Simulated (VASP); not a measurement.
# TePb (Fm-3m) in VASP: a series of runs

The runs below take TePb through single point, with LDA.

All numbers are computed with VASP 6.6.1; they aren't measurements. Logs are shortened: lines on timing, memory, paths and dates and some standing lists are left out, and cuts for length are marked.

**1. The cell of the first run**

The structure is cubic, space group Fm-3m (No. 225). Conventional cell: a = 6.440 Å, b = 6.440 Å, c = 6.440 Å, α = 90.00°, β = 90.00°, γ = 90.00°. Pb (site symmetry m-3m) has 6 Te at 3.22 Å within 4.2 Å. Within 4.2 Å of Te (site symmetry m-3m) lie 6 Pb at 3.22 Å.

**2. Single point, LDA**

The input, INCAR:

```
ALGO = Normal
EDIFF = 1E-6
ENCUT = 500
GGA_COMPAT = F
ISIF = 2
ISMEAR = 0
LASPH = T
LCHARG = F
LREAL = F
LWAVE = F
NBANDS = 17
NELM = 120
PREC = Accurate
SIGMA = 0.1
```

The input, KPOINTS:

```
k-points
0
Gamma
  6 6 6
```

The input, POSCAR:

```
TePb
1.0
    0.0000000000      3.2200000000      3.2200000000
    3.2200000000      0.0000000000      3.2200000000
    3.2200000000      3.2200000000      0.0000000000
Pb Te
1 1
Direct
    0.0000000000      0.0000000000      0.0000000000
    0.5000000000      0.5000000000      0.5000000000
```

Potentials or basis: VASP PAW LDA potentials, release 64 (Pb_d, Te).

Command:

```bash
> cat potpaw_LDA.64/Pb_d/POTCAR potpaw_LDA.64/Te/POTCAR > POTCAR
> mpirun -np 1 vasp_std > vasp.out
```

OUTCAR:

```text
EDIFF = 1E-6
   ENCUT = 500
   ISIF = 2
   ISMEAR = 0
   LASPH = T
   LREAL = F
   NELM = 120
   PREC = Accurate

 ion  position               nearest neighbor table
   1  0.000  0.000  0.000-   2 3.22   2 3.22   2 3.22   2 3.22   2 3.22   2 3.22
   2  0.500  0.500  0.500-   1 3.22   1 3.22   1 3.22   1 3.22   1 3.22   1 3.22

  LATTYP: Found a face centered cubic cell.
 ALAT       =     6.4400000000

  Lattice vectors:

 A1 = (   0.0000000000,   3.2200000000,   3.2200000000)
 A2 = (   3.2200000000,   0.0000000000,   3.2200000000)
 A3 = (   3.2200000000,   3.2200000000,   0.0000000000)

Analysis of symmetry for initial positions (statically):
=====================================================================
 Subroutine PRICEL returns:
 Original cell was already a primitive cell.

 Routine SETGRP: Setting up the symmetry group for a
 face centered cubic supercell.

 Subroutine GETGRP returns: Found 48 space group operations
 (whereof 48 operations were pure point group operations)
 out of a pool of 48 trial point group operations.

The static configuration has the point symmetry O_h .

Analysis of symmetry for dynamics (positions and initial velocities):
=====================================================================
 Subroutine PRICEL returns:
 Original cell was already a primitive cell.

 Routine SETGRP: Setting up the symmetry group for a
 face centered cubic supercell.

 Subroutine GETGRP returns: Found 48 space group operations
 (whereof 48 operations were pure point group operations)
 out of a pool of 48 trial point group operations.

The dynamic configuration has the point symmetry O_h .

 Subroutine INISYM returns: Found 48 space group operations
 (whereof 48 operations are pure point group operations),
 and found     1 'primitive' translations

----------------------------------------------------------------------------------------

                                     Primitive cell

  volume of cell :      66.7725

  direct lattice vectors                    reciprocal lattice vectors
     0.000000000  3.220000000  3.220000000    -0.155279503  0.155279503  0.155279503
     3.220000000  0.000000000  3.220000000     0.155279503 -0.155279503  0.155279503
     3.220000000  3.220000000  0.000000000     0.155279503  0.155279503 -0.155279503

  length of vectors
     4.553767671  4.553767671  4.553767671     0.268951989  0.268951989  0.268951989

  position of ions in fractional coordinates (direct lattice)
     0.000000000  0.000000000  0.000000000
     0.500000000  0.500000000  0.500000000

  ion indices of the primitive-cell ions
   primitive index   ion index
                 1           1
                 2           2

----------------------------------------------------------------------------------------

 KPOINTS: k-points

Automatic generation of k-mesh.
 Grid dimensions read from file:
 generate k-points for:    6    6    6

 Generating k-lattice:

  Cartesian coordinates                     Fractional coordinates (reciprocal lattice)
    -0.025879917  0.025879917  0.025879917     0.166666667  0.000000000  0.000000000
     0.025879917 -0.025879917  0.025879917     0.000000000  0.166666667  0.000000000
     0.025879917  0.025879917 -0.025879917     0.000000000  0.000000000  0.166666667

  Length of vectors
     0.044825331  0.044825331  0.044825331

  Shift w.r.t. Gamma in fractional coordinates (k-lattice)
     0.000000000  0.000000000  0.000000000

 Subroutine IBZKPT returns following result:
 ===========================================

 Found     16 irreducible k-points:

 Following reciprocal coordinates:
            Coordinates               Weight
  0.000000  0.000000  0.000000      1.000000
  0.166667  0.000000  0.000000      8.000000
  0.333333  0.000000  0.000000      8.000000
  0.500000  0.000000  0.000000      4.000000
  0.166667  0.166667  0.000000      6.000000
  0.333333  0.166667  0.000000     24.000000
[... 8 lines left out ...]
 -0.333333  0.333333  0.166667     24.000000
 -0.333333  0.500000  0.166667     12.000000
   k-points           NKPTS =     16   k-points in BZ     NKDIM =     16   number of bands    NBANDS=     17
   number of dos      NEDOS =    301   number of ions     NIONS =      2
   total plane-waves  NPLWV =  46656
   dimension x,y,z NGX =    36 NGY =   36 NGZ =   36
   dimension x,y,z NGXF=    72 NGYF=   72 NGZF=   72
   ions per type =               1   1
   NGX,Y,Z   is equivalent  to a cutoff of  13.14, 13.14, 13.14 a.u.
   NGXF,Y,Z  is equivalent  to a cutoff of  26.29, 26.29, 26.29 a.u.
 SYSTEM =  unknown system
   PREC   = accura    normal or accurate (medium, high low for compatibility)
   ISTART =      0    job   : 0-new  1-cont  2-samecut
   ICHARG =      2    charge: 1-file 2-atom 10-const
   ISPIN  =      1    spin polarized calculation?
   LNONCOLLINEAR =      F non collinear calculations
   LSORBIT =      F    spin-orbit coupling
   LASPH  =      T    aspherical Exc in radial PAW
   ENCUT  =  500.0 eV  36.75 Ry    6.06 a.u.   8.30  8.30  8.30*2*pi/ulx,y,z
   NELM   =    120;   NELMIN=  2; NELMDL= -5     # of ELM steps
   EDIFF  = 0.1E-05   stopping-criterion for ELM
   LREAL  =      F    real-space projection
   EDIFFG = 0.1E-04   stopping-criterion for IOM
   NSW    =      0    number of steps for IOM
   IBRION =     -1    ionic relax: 0-MD 1-quasi-New 2-CG
   NFREE  =      0    steps in history (QN), initial steepest desc. (CG)
   ISIF   =      2    stress and relaxation
   ISYM   =      2    0-nonsym 1-usesym 2-fastsym
   POTIM  = 0.5000    time-step for ionic-motion
   TEBEG  =    0.0;   TEEND  =   0.0 temperature during run
   PSTRESS=    0.0 pullay stress
   NELECT =      20.0000    total number of electrons
   NUPDOWN=      -1.0000    fix difference up-down
   EMIN   =  10.00;   EMAX   =-10.00  energy-range for DOS
   EFERMI =   0.00;   METHOD = LEGACY
   ISMEAR =     0;   SIGMA  =   0.10  broadening in eV -4-tet -1-fermi 0-gaus
   EFERMI_NEDOS =   21; number of points for ismear=-14 and -15
   IALGO  =     38    algorithm
   IMIX   =      4    mixing-type and parameters
     AMIX     =   0.40;   BMIX     =  1.00
     AMIX_MAG =   1.60;   BMIX_MAG =  1.00
  volume/ion in A,a.u.               =      33.39       225.30
  Fermi-wavevector in a.u.,A,eV,Ry     =   1.095348  2.069908 16.324109  1.199788
  Thomas-Fermi vector in A             =   2.231670
   LORBIT       =      0    0 simple, 1 ext, 2 COOP (PROOUT), +10 PAW based schemes
   GGA     = CA    functional components
   LHFCALC =     F    Hartree Fock is set to
   AEXX    =    0.0000 exact exchange contribution
   IVDW    =     0    specifies the selected vdW correction
   LEPSILON=     F    determine dielectric tensor
   LRPA    =     F    only Hartree local field effects (RPA)
 non-spin polarized calculation
 Gauss-broadening in eV      SIGMA  =   0.10
  energy-cutoff  :      500.00
  volume of cell :       66.77
 maximum number of plane-waves:      1711
 NGX is ok and might be reduce to    36
   NGX = 17   NGY = 17   NGZ = 17

 number of electron      20.0000001 magnetization

 Free energy of the ion-electron system (eV)
  ---------------------------------------------------
  ext. energy  EPLUGINS =         0.00000000
  ---------------------------------------------------
  free energy    TOTEN  =        -8.76964664 eV

  energy without entropy =       -8.76964648  energy(sigma->0) =       -8.76964656

 E-fermi :   5.8555     XC(G=0):  -9.6198

 val. band max:        5.5480910600   @ k =   0.5000   0.0000   0.0000
 cond. band min:       6.1628684483   @ k =   0.5000   0.0000   0.0000
 fundamental gap:      0.6147773883
 Fermi energy:         5.8554800970

 k-point     1 :       0.0000    0.0000    0.0000
  band No.  band energies     occupation
      1     -11.1400      2.00000
      2     -11.1400      2.00000
      3     -11.1253      2.00000
      4     -11.1253      2.00000
      5     -11.1253      2.00000
      6      -6.5918      2.00000
[... 9 lines left out ...]
     16      11.3058      0.00000
     17      12.7816      0.00000

 k-point     2 :       0.1667    0.0000    0.0000
  band No.  band energies     occupation
      1     -11.1434      2.00000
      2     -11.1434      2.00000
      3     -11.1247      2.00000
      4     -11.1213      2.00000
      5     -11.1213      2.00000
      6      -6.3520      2.00000
[... 9 lines left out ...]
     16      11.8141      0.00000
     17      14.4802      0.00000

 k-point     3 :       0.3333    0.0000    0.0000
  band No.  band energies     occupation
      1     -11.1514      2.00000
      2     -11.1514      2.00000
      3     -11.1235      2.00000
      4     -11.1121      2.00000
      5     -11.1121      2.00000
      6      -5.6959      2.00000
[... 9 lines left out ...]
     16      13.1760      0.00000
     17      16.5081      0.00000

 k-point     4 :       0.5000    0.0000    0.0000
  band No.  band energies     occupation
      1     -11.1556      2.00000
      2     -11.1556      2.00000
      3     -11.1231      2.00000
      4     -11.1072      2.00000
      5     -11.1072      2.00000
      6      -5.1298      2.00000
[... 9 lines left out ...]
     16      14.7660      0.00000
     17      14.7660      0.00000
[... 183 lines left out ...]
      1     -11.1759      2.00000
      2     -11.1418      2.00000
      3     -11.1253      2.00000
      4     -11.1092      2.00000
      5     -11.1052      2.00000
      6      -5.2161      2.00000
[... 9 lines left out ...]
     16      14.5704      0.00000
     17      15.0912      0.00000

 k-point    15 :      -0.3333    0.3333    0.1667
  band No.  band energies     occupation
      1     -11.1793      2.00000
      2     -11.1450      2.00000
      3     -11.1179      2.00000
      4     -11.1153      2.00000
      5     -11.1013      2.00000
      6      -4.8243      2.00000
[... 9 lines left out ...]
     16      15.7770      0.00000
     17      15.9463      0.00000

 k-point    16 :      -0.3333    0.5000    0.1667
  band No.  band energies     occupation
      1     -11.1934      2.00000
      2     -11.1375      2.00000
      3     -11.1269      2.00000
      4     -11.1077      2.00000
      5     -11.0976      2.00000
      6      -4.7553      2.00000
[... 9 lines left out ...]
     16      16.2751      0.00000
     17      17.0676      0.00000

------------------------ aborting loop because EDIFF is reached ----------------------------------------

  FORCE on cell =-STRESS in cart. coord.  units (eV):
  Direction    XX          YY          ZZ          XY          YZ          ZX
  --------------------------------------------------------------------------------------
  -------------------------------------------------------------------------------------
  Total       -0.5009988     -0.5009988     -0.5009988      0.0000000      0.0000000     -0.0000000
  in kB      -12.0212512    -12.0212512    -12.0212512      0.0000000      0.0000000     -0.0000000
  external PRESSURE =     -12.0212512 kB  Pullay stress =       0.0000000 kB

 VOLUME and BASIS-vectors are now :
 -----------------------------------------------------------------------------
  energy-cutoff  :      500.00
  volume of cell :       66.77
      direct lattice vectors                 reciprocal lattice vectors
     0.000000000  3.220000000  3.220000000    -0.155279503  0.155279503  0.155279503
     3.220000000  0.000000000  3.220000000     0.155279503 -0.155279503  0.155279503
     3.220000000  3.220000000  0.000000000     0.155279503  0.155279503 -0.155279503

 POSITION                                       TOTAL-FORCE (eV/Angst)
 -----------------------------------------------------------------------------------
      0.00000      0.00000      0.00000         0.000000      0.000000      0.000000
      3.22000      3.22000      3.22000        -0.000000     -0.000000     -0.000000
 -----------------------------------------------------------------------------------
    total drift:                               -0.000000      0.000000      0.000000

  FREE ENERGIE OF THE ION-ELECTRON SYSTEM (eV)
  ---------------------------------------------------
  free  energy   TOTEN  =        -8.7696466444 eV

  energy  without entropy=       -8.7696464798  energy(sigma->0) =       -8.76964656
```

Wall time 18 s (1 thread of Intel Xeon Platinum 8375C at 2.90GHz (Ice Lake), shared host); peak memory 0.17 GiB.

What came out:

```
Free energy            : -8.7696 eV
Pressure               : -1.2 GPa
Band gap on the k mesh : 0.61 eV
```

Caveat: spin-orbit coupling is left out, which moves the levels of the heavy elements. A k mesh can miss the band edges.

**3. Single point, LDA**

This run uses another cell than the first one, of 32.48 Å³/atom.

The input, INCAR:

```
PREC = Accurate ; ENCUT = 500
EDIFF = 1E-6 ; ISMEAR = 0
SIGMA = 0.02 ; LREAL = F
LASPH = T ; NELM = 120
ALGO = Normal ; ISIF = 2
LWAVE = F ; LCHARG = F
GGA = CA ; NBANDS = 17
GGA_COMPAT = F
```

The input, KPOINTS:

```
regular mesh
0
Gamma
  8 8 8
```

The input, POSCAR:

```
TePb
1.0
    0.0000000000      3.1904425253      3.1904425253
    3.1904425253      0.0000000000      3.1904425253
    3.1904425253      3.1904425253      0.0000000000
Pb Te
1 1
Direct
    0.0000000000      0.0000000000      0.0000000000
    0.5000000000      0.5000000000      0.5000000000
```

Potentials or basis: VASP PAW LDA potentials, release 64 (Pb_d, Te).

Command:

```bash
> cat potpaw_LDA.64/Pb_d/POTCAR potpaw_LDA.64/Te/POTCAR > POTCAR
> mpirun -np 1 vasp_std > vasp.out
```

It took 28 s on 1 thread of Intel Xeon Platinum 8375C at 2.90GHz (Ice Lake), shared host; peak memory 0.18 GiB.

It converged, with:

```
Free energy            : -8.7747 eV
Pressure               : 0.1 GPa
Band gap on the k mesh : 0.55 eV
```

Levels at points of the mesh, in eV from the valence-band top:
```
           k point  band 7  band 8  band 9  band 10  band 11  band 12  band 13  band 14
(0.00, 0.00, 0.00)   -5.58   -1.50   -1.50    -1.50     4.02     4.02     4.02     5.69
(0.50, 0.00, 0.00)   -8.85   -1.00   -1.00     0.00     0.55     1.10     1.10     8.33
(0.50, 0.50, 0.00)   -7.42   -4.83   -3.04    -3.04     3.08     5.52     5.52     6.82
```

Caveat: spin-orbit coupling is left out, which moves the levels of the heavy elements.

**4. Single point, LDA**

This run uses another cell than the first one, of 32.48 Å³/atom.

The input, INCAR:

```
  ALGO = Normal
  EDIFF = 1E-6
  ENCUT = 500
  GGA = CA
  GGA_COMPAT = False
  ISIF = 2
  ISMEAR = 0
  LASPH = True
  LCHARG = False
  LREAL = False
  LWAVE = False
  NBANDS = 17
  NELM = 120
  PREC = Accurate
  SIGMA = 0.02
```

The input, KPOINTS:

```
k-points
0
Gamma
  10 10 10
```

POSCAR is that of step 3.

Command:

```bash
> cat potpaw_LDA.64/Pb_d/POTCAR potpaw_LDA.64/Te/POTCAR > POTCAR
> mpirun -np 1 vasp_std > vasp.out
```

Wall time 46 s (1 thread of Intel Xeon Platinum 8375C at 2.90GHz (Ice Lake), shared host); peak memory 0.19 GiB.

It converged, with:

```
Free energy            : -8.7751 eV
Pressure               : 0.1 GPa
Band gap on the k mesh : 0.55 eV
```

Levels at points of the mesh, in eV from the valence-band top:
| k point | band 6 | band 7 | band 8 | band 9 | band 10 | band 11 | band 12 | band 13 | band 14 | band 15 |
| --- | --- | --- | --- | --- | --- | --- | --- | --- | --- | --- |
| (0.00, 0.00, 0.00) | -12.39 | -5.58 | -1.50 | -1.50 | -1.50 | 4.02 | 4.02 | 4.02 | 5.69 | 5.69 |
| (0.50, 0.00, 0.00) | -10.85 | -8.85 | -1.00 | -1.00 | 0.00 | 0.55 | 1.10 | 1.10 | 8.33 | 9.20 |
| (0.50, 0.50, 0.00) | -10.56 | -7.42 | -4.83 | -3.04 | -3.04 | 3.08 | 5.52 | 5.52 | 6.82 | 10.17 |

Caveat: spin-orbit coupling is left out, which moves the levels of the heavy elements. A k mesh can miss the band edges.

**5. The runs side by side**

| cell | k mesh | smearing | gap on the mesh (eV) | pressure (GPa) |
| --- | --- | --- | --- | --- |
| a = 4.554 Å, angles 60.0°, 2 atoms | 6 × 6 × 6 | gaussian 0.1 eV | 0.61 | -1.2 |
| a = 4.512 Å, angles 60.0°, 2 atoms | 8 × 8 × 8 | gaussian 0.02 eV | 0.55 | 0.1 |
| a = 4.512 Å, angles 60.0°, 2 atoms | 10 × 10 × 10 | gaussian 0.02 eV | 0.55 | 0.1 |

Alike in all rows: task single point; level LDA; potentials or basis VASP PAW LDA potentials, release 64 (Pb_d, Te); no spin polarisation; cutoff (eV) 500.

Caveats: spin-orbit coupling is left out, which moves the levels of the heavy elements.

Total energies depend on the potentials used, so only differences within one code and one set of settings carry meaning.
